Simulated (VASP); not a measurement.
# Sb (Cmce) in VASP: single point with PBEsol

Aim: the single point of Sb with PBEsol.

Program: VASP 6.6.1. These are calculated values, not measurements. Logs are shortened: lines on timing, memory, paths and dates and some standing lists are left out, and cuts for length are marked.

## Step 1: The cell of the first run

Symmetry: Cmce, No. 64, orthorhombic system. Conventional cell: a = 4.318 Å, b = 12.002 Å, c = 4.589 Å, α = 90.00°, β = 90.00°, γ = 90.00°. Within 3.9 Å of Sb (site symmetry m) lie 9 Sb at 2.87 to 3.90 Å.

## Step 2: Single point, PBEsol

File INCAR:

```
PREC = Accurate
ENCUT = 520
EDIFF = 1E-7
ISMEAR = 0
SIGMA = 0.1
LREAL = F
LASPH = T
NELM = 100
ALGO = Normal
ISIF = 2
LWAVE = F
LCHARG = T
GGA = PS
LELF = T
LVHAR = T
NBANDS = 18
```

File KPOINTS:

```
regular mesh
0
Gamma
  12 12 10
```

File POSCAR:

```
Sb
1.0
    2.1591712894     -6.0011246418      0.0000000000
    2.1591712894      6.0011246418      0.0000000000
    0.0000000000      0.0000000000      4.5892103907
Sb
4
Direct
    0.1186900880      0.8813099120      0.9625759541
    0.6186900880      0.3813099120      0.5374240459
    0.8813099120      0.1186900880      0.0374240459
    0.3813099120      0.6186900880      0.4625759541
```

Potentials or basis: VASP PAW PBE potentials, release 64 (Sb).

Command:

```bash
$ cat potpaw_PBE.64/Sb/POTCAR > POTCAR
$ mpirun -np 1 vasp_std > vasp.out
```

OUTCAR:

```text
PREC = Accurate
   ENCUT = 520
   EDIFF = 1E-7
   ISMEAR = 0
   LREAL = F
   LASPH = T
   NELM = 100
   ISIF = 2
   GGA = PS

 ion  position               nearest neighbor table
   1  0.119  0.881  0.963-   3 2.87   2 2.91   2 2.91   2 3.41   2 3.41
   2  0.619  0.381  0.537-   4 2.87   1 2.91   1 2.91   1 3.41   1 3.41
   3  0.881  0.119  0.037-   1 2.87   4 2.91   4 2.91   4 3.41   4 3.41
   4  0.381  0.619  0.463-   2 2.87   3 2.91   3 2.91   3 3.41   3 3.41

  LATTYP: Found a base centered orthorhombic cell.
 ALAT       =     4.3183425788
 B/A-ratio  =     2.7793647828
 C/A-ratio  =     1.0627249476

  Lattice vectors:

 A1 = (   2.1591712894,  -6.0011246418,   0.0000000000)
 A2 = (   2.1591712894,   6.0011246418,   0.0000000000)
 A3 = (   0.0000000000,   0.0000000000,   4.5892103907)

Analysis of symmetry for initial positions (statically):
=====================================================================
 Subroutine PRICEL returns:
 Original cell was already a primitive cell.

 Routine SETGRP: Setting up the symmetry group for a
 base centered orthorhombic supercell.

 Subroutine GETGRP returns: Found  8 space group operations
 (whereof  4 operations were pure point group operations)
 out of a pool of  8 trial point group operations.

The static configuration has the point symmetry C_2h.
 The point group associated with its full space group is D_2h.

Analysis of symmetry for dynamics (positions and initial velocities):
=====================================================================
 Subroutine PRICEL returns:
 Original cell was already a primitive cell.

 Routine SETGRP: Setting up the symmetry group for a
 base centered orthorhombic supercell.

 Subroutine GETGRP returns: Found  8 space group operations
 (whereof  4 operations were pure point group operations)
 out of a pool of  8 trial point group operations.

The dynamic configuration has the point symmetry C_2h.
 The point group associated with its full space group is D_2h.

 Subroutine INISYM returns: Found  8 space group operations
 (whereof  4 operations are pure point group operations),
 and found     1 'primitive' translations

----------------------------------------------------------------------------------------

                                     Primitive cell

  volume of cell :     118.9290

  direct lattice vectors                    reciprocal lattice vectors
     2.159171289 -6.001124642  0.000000000     0.231570326 -0.083317716  0.000000000
     2.159171289  6.001124642  0.000000000     0.231570326  0.083317716  0.000000000
     0.000000000  0.000000000  4.589210391     0.000000000  0.000000000  0.217902409

  length of vectors
     6.377736089  6.377736089  4.589210391     0.246102942  0.246102942  0.217902409

  position of ions in fractional coordinates (direct lattice)
     0.118690088  0.881309912  0.962575954
     0.618690088  0.381309912  0.537424046
     0.881309912  0.118690088  0.037424046
     0.381309912  0.618690088  0.462575954

  ion indices of the primitive-cell ions
   primitive index   ion index
                 1           1
                 2           2
                 3           3
                 4           4

----------------------------------------------------------------------------------------

 KPOINTS: regular mesh

Automatic generation of k-mesh.
 Grid dimensions read from file:
 generate k-points for:   12   12   10

 Generating k-lattice:

  Cartesian coordinates                     Fractional coordinates (reciprocal lattice)
     0.019297527 -0.006943143  0.000000000     0.083333333  0.000000000  0.000000000
     0.019297527  0.006943143  0.000000000     0.000000000  0.083333333  0.000000000
     0.000000000  0.000000000  0.021790241     0.000000000  0.000000000  0.100000000

  Length of vectors
     0.020508578  0.020508578  0.021790241

  Shift w.r.t. Gamma in fractional coordinates (k-lattice)
     0.000000000  0.000000000  0.000000000

 Subroutine IBZKPT returns following result:
 ===========================================

 Found    258 irreducible k-points:

 Following reciprocal coordinates:
            Coordinates               Weight
  0.000000  0.000000  0.000000      1.000000
  0.083333 -0.000000  0.000000      4.000000
  0.166667  0.000000  0.000000      4.000000
  0.250000  0.000000  0.000000      4.000000
  0.333333  0.000000  0.000000      4.000000
  0.416667 -0.000000  0.000000      4.000000
[... 16 lines left out ...]
  0.500000  0.166667  0.000000      4.000000
 -0.416667  0.166667  0.000000      4.000000
 [... further k-points ...]
   k-points           NKPTS =    258   k-points in BZ     NKDIM =    258   number of bands    NBANDS=     18
   number of dos      NEDOS =    301   number of ions     NIONS =      4
   total plane-waves  NPLWV =  82944
   dimension x,y,z NGX =    48 NGY =   48 NGZ =   36
   dimension x,y,z NGXF=    96 NGYF=   96 NGZF=   72
   ions per type =               4
   NGX,Y,Z   is equivalent  to a cutoff of  12.51, 12.51, 13.04 a.u.
   NGXF,Y,Z  is equivalent  to a cutoff of  25.02, 25.02, 26.08 a.u.
 SYSTEM =  unknown system
   PREC   = accura    normal or accurate (medium, high low for compatibility)
   ISTART =      0    job   : 0-new  1-cont  2-samecut
   ICHARG =      2    charge: 1-file 2-atom 10-const
   ISPIN  =      1    spin polarized calculation?
   LNONCOLLINEAR =      F non collinear calculations
   LSORBIT =      F    spin-orbit coupling
   LASPH  =      T    aspherical Exc in radial PAW
   ENCUT  =  520.0 eV  38.22 Ry    6.18 a.u.  11.86 11.86  8.53*2*pi/ulx,y,z
   NELM   =    100;   NELMIN=  2; NELMDL= -5     # of ELM steps
   EDIFF  = 0.1E-06   stopping-criterion for ELM
   LREAL  =      F    real-space projection
   EDIFFG = 0.1E-05   stopping-criterion for IOM
   NSW    =      0    number of steps for IOM
   IBRION =     -1    ionic relax: 0-MD 1-quasi-New 2-CG
   NFREE  =      0    steps in history (QN), initial steepest desc. (CG)
   ISIF   =      2    stress and relaxation
   ISYM   =      2    0-nonsym 1-usesym 2-fastsym
   POTIM  = 0.5000    time-step for ionic-motion
   TEBEG  =    0.0;   TEEND  =   0.0 temperature during run
   PSTRESS=    0.0 pullay stress
   NELECT =      20.0000    total number of electrons
   NUPDOWN=      -1.0000    fix difference up-down
   EMIN   =  10.00;   EMAX   =-10.00  energy-range for DOS
   EFERMI =   0.00;   METHOD = LEGACY
   ISMEAR =     0;   SIGMA  =   0.10  broadening in eV -4-tet -1-fermi 0-gaus
   EFERMI_NEDOS =   21; number of points for ismear=-14 and -15
   IALGO  =     38    algorithm
   IMIX   =      4    mixing-type and parameters
     AMIX     =   0.40;   BMIX     =  1.00
     AMIX_MAG =   1.60;   BMIX_MAG =  1.00
  volume/ion in A,a.u.               =      29.73       200.64
  Fermi-wavevector in a.u.,A,eV,Ry     =   0.903626  1.707606 11.109711  0.816541
  Thomas-Fermi vector in A             =   2.026975
   LORBIT       =      0    0 simple, 1 ext, 2 COOP (PROOUT), +10 PAW based schemes
   GGA     = PS    functional components
   LHFCALC =     F    Hartree Fock is set to
   AEXX    =    0.0000 exact exchange contribution
   IVDW    =     0    specifies the selected vdW correction
   LEPSILON=     F    determine dielectric tensor
   LRPA    =     F    only Hartree local field effects (RPA)
 non-spin polarized calculation
 Gauss-broadening in eV      SIGMA  =   0.10
  energy-cutoff  :      520.00
  volume of cell :      118.93
 maximum number of plane-waves:      3230
   NGX = 23   NGY = 23   NGZ = 17

 number of electron      20.0000000 magnetization

 Free energy of the ion-electron system (eV)
  ---------------------------------------------------
  ext. energy  EPLUGINS =         0.00000000
  ---------------------------------------------------
  free energy    TOTEN  =       -18.01720844 eV

  energy without entropy =      -18.01287167  energy(sigma->0) =      -18.01504005

 E-fermi :   6.8555     XC(G=0):  -9.7641

 val. band max:        6.8548523469   @ k =   0.5000   0.5000   0.4000
 cond. band min:       6.8622602785   @ k =   0.4167   0.3333   0.1000
 fundamental gap:      0.0074079316
 Fermi energy:         6.8555022213

 k-point     1 :       0.0000    0.0000    0.0000
  band No.  band energies     occupation
      1      -5.5023      2.00000
      2      -2.8669      2.00000
      3      -0.4553      2.00000
      4       1.6207      2.00000
      5       1.9268      2.00000
      6       3.3467      2.00000
[... 10 lines left out ...]
     17      12.0054      0.00000
     18      12.3728      0.00000

 k-point     2 :       0.0833   -0.0000    0.0000
  band No.  band energies     occupation
      1      -5.4436      2.00000
      2      -2.8346      2.00000
      3      -0.5784      2.00000
      4       1.6184      2.00000
      5       1.7049      2.00000
      6       3.4140      2.00000
[... 10 lines left out ...]
     17      11.6163      0.00000
     18      12.4125      0.00000

 k-point     3 :       0.1667    0.0000    0.0000
  band No.  band energies     occupation
      1      -5.2681      2.00000
      2      -2.7357      2.00000
      3      -0.9335      2.00000
      4       0.9477      2.00000
      5       1.9538      2.00000
      6       3.6138      2.00000
[... 10 lines left out ...]
     17      11.1805      0.00000
     18      12.4602      0.00000

 k-point     4 :       0.2500    0.0000    0.0000
  band No.  band energies     occupation
      1      -4.9779      2.00000
      2      -2.5657      2.00000
      3      -1.4752      2.00000
      4       0.2116      2.00000
      5       2.3571      2.00000
      6       3.9388      2.00000
[... 375 lines left out ...]
      4      -0.6148      2.00000
      5       4.0056      2.00000
      6       4.5567      2.00000
[... 10 lines left out ...]
     17      13.6113      0.00000
     18      13.6161      0.00000

 k-point    23 :       0.5000    0.1667    0.0000
  band No.  band energies     occupation
      1      -4.3412      2.00000
      2      -2.8631      2.00000
      3      -2.2944      2.00000
      4      -0.0629      2.00000
      5       3.8850      2.00000
      6       4.2674      2.00000
[... 10 lines left out ...]
     17      12.3307      0.00000
     18      13.7529      0.00000

 k-point    24 :      -0.4167    0.1667    0.0000
  band No.  band energies     occupation
      1      -4.7671      2.00000
      2      -3.0958      2.00000
      3      -1.5949      2.00000
      4       0.5081      2.00000
      5       3.2758      2.00000
      6       4.1608      2.00000
[... 10 lines left out ...]
     17      11.3884      0.00000
     18      13.0557      0.00000

 [... further k-points ...]
[... 5 lines left out ...]
  --------------------------------------------------------------------------------------
  -------------------------------------------------------------------------------------
  Total        0.1336407      0.2009127      0.1028504      0.0000000      0.0000000      0.0000000
  in kB        1.8003698      2.7066382      1.3855712      0.0000000      0.0000000      0.0000000
  external PRESSURE =       1.9641931 kB  Pullay stress =       0.0000000 kB

 VOLUME and BASIS-vectors are now :
 -----------------------------------------------------------------------------
  energy-cutoff  :      520.00
  volume of cell :      118.93
      direct lattice vectors                 reciprocal lattice vectors
     2.159171289 -6.001124642  0.000000000     0.231570326 -0.083317716  0.000000000
     2.159171289  6.001124642  0.000000000     0.231570326  0.083317716  0.000000000
     0.000000000  0.000000000  4.589210391     0.000000000  0.000000000  0.217902409

 POSITION                                       TOTAL-FORCE (eV/Angst)
 -----------------------------------------------------------------------------------
      2.15917      4.57658      4.41746         0.000000     -0.048048      0.037832
      2.15917     -1.42455      2.46635         0.000000     -0.048048     -0.037832
      2.15917     -4.57658      0.17175         0.000000      0.048048     -0.037832
      2.15917      1.42455      2.12286         0.000000      0.048048      0.037832
 -----------------------------------------------------------------------------------
    total drift:                               -0.000000      0.000000     -0.000000

  FREE ENERGIE OF THE ION-ELECTRON SYSTEM (eV)
  ---------------------------------------------------
  free  energy   TOTEN  =       -18.0172084416 eV

  energy  without entropy=      -18.0128716663  energy(sigma->0) =      -18.01504005
```

Wall time 3.2 min (1 thread of Intel Xeon 6975P-C (Granite Rapids), shared host); peak memory 0.58 GiB.

What came out:

- Free energy: -18.0172 eV
- Pressure: 0.2 GPa
- Largest force: 0.061 eV/Å
- Band gap on the k mesh: zero (bands 10 and 11 overlap by 0.63 eV)

Forces on the atoms (eV/Å):
```
Sb   0.000 -0.048  0.038
Sb   0.000 -0.048 -0.038
Sb   0.000  0.048 -0.038
Sb   0.000  0.048  0.038
```

Caveat: the PAW data sets were made with another functional, which shifts forces and pressure a little; spin-orbit coupling is left out, which moves the levels of the heavy elements.
